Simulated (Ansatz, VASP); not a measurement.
**Two plane-wave programs on LiH4IO2**

```
CELL_PARAMETERS angstrom
5.45400 0.00000 0.00000
2.67118 6.29903 0.00000
1.12398 3.08930 6.14604
ATOMIC_POSITIONS crystal
Li 0.29700 0.40600 0.48000
Li 0.70300 0.59400 0.52000
H 0.98000 0.71000 0.18800
H 0.02000 0.29000 0.81200
H 0.06000 0.80000 0.29000
H 0.94000 0.20000 0.71000
H 0.57000 0.61000 0.19000
H 0.43000 0.39000 0.81000
H 0.71000 0.38000 0.27000
H 0.29000 0.62000 0.73000
I 0.25309 0.13252 0.22338
I 0.74691 0.86748 0.77662
O 0.98500 0.70670 0.30800
O 0.01500 0.29330 0.69200
O 0.60600 0.48250 0.30720
O 0.39400 0.51750 0.69280
```

Alike in both runs: task relaxation of the atoms; functional PBE; k mesh 5 × 4 × 4; occupations fermi-dirac, width 0.02 eV; no spin polarisation.

```csv
,VASP,Ansatz
version,VASP 6.6.1,Ansatz 0.2.0
potentials or method,"VASP PAW PBE potentials, release 64 (Li_sv, H, I, O)","plane-wave PAW, scalar-relativistic"
plane-wave cutoff (eV),650,420
valence electrons in the cell,52,72
```

VASP gave:

```
gap on the k mesh at the Fermi level, each at its own relaxed structure (eV) : 3.88
```

Estimate Ansatz's values.

gap on the k mesh at the Fermi level, each at its own relaxed structure (eV): 3.87.

VASP's potentials hold 52 valence electrons a cell and Ansatz's 72, so a difference there can come from the potentials and not from the codes. Ansatz's warnings: stress scf threshold loose.

Spin-orbit coupling is off throughout.
